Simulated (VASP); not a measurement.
Input of a VASP 6.6.1 run:

The input INCAR:

```
ALGO = Normal ; EDIFF = 1E-6
ENCUT = 500 ; GGA = PE
GGA_COMPAT = False ; ISIF = 2
ISMEAR = 0 ; ISPIN = 2
LASPH = True ; LCHARG = True
LELF = True ; LMAXMIX = 4
LORBIT = 11 ; LREAL = False
LVHAR = True ; LWAVE = False
MAGMOM = 1 1 0 ; NBANDS = 26
NELM = 200 ; PREC = Accurate
SIGMA = 0.1
```

Contents of KPOINTS:

```
k-points
0
Gamma
  6 6 6
```

Contents of POSCAR:

```
Nb2B
1.0
    4.3975326705      0.0000000000      0.0000000000
   -2.1987663352      3.8083750066      0.0000000000
    0.0000000000      0.0000000000      2.6728208703
Nb B
2 1
Direct
    0.3333333333      0.6666666667      0.5000000000
    0.6666666667      0.3333333333      0.5000000000
    0.0000000000      0.0000000000      0.0000000000
```

Potentials or basis: VASP PAW PBE potentials, release 64 (Nb_sv, B).

Command:

```console
$ cat potpaw_PBE.64/Nb_sv/POTCAR potpaw_PBE.64/B/POTCAR > POTCAR
$ mpirun -np 1 vasp_std > vasp.out
```

Predict the net moment.

0.00 μB per cell.

What does it give for the pressure?

-0.2 GPa.

Stress tensor (GPa, compression positive):
```
-0.18  0.00  0.00
 0.00 -0.18  0.00
 0.00  0.00 -0.30
```

Caveat: the k points lie up to 0.39 Å⁻¹ apart.
